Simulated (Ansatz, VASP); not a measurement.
**One calculation of Ba, two programs**

```
Ba
1.0
     3.75660    0.00000    0.00000
     0.00000    3.75660    0.00000
     0.00000    0.00000    3.75660
Ba
1
Direct
  0.00000 0.00000 0.00000
```

Alike in both runs: task single point; functional PBEsol; k mesh 9 × 9 × 9; occupations fermi-dirac, width 0.1 eV; no spin polarisation.

|  | VASP | Ansatz |
| --- | --- | --- |
| version | VASP 6.6.1 | Ansatz 0.2.0 |
| potentials or method | VASP PAW PBE potentials, release 64 (Ba_sv), cutoff 520 eV | plane waves (420 eV) with PAW, scalar-relativistic |
| valence electrons in the cell | 10 | 10 |

|  | VASP | Ansatz | Ansatz less VASP |
| --- | --- | --- | --- |
| pressure (GPa) | 0.7 | 0.4 | -0.26 |

VASP's potentials were made for PBE, not for PBEsol, and Ansatz warns of the same on its side. With one functional, cell and mesh, what is left measures potentials, basis and numerics.

Spin-orbit coupling is off throughout.
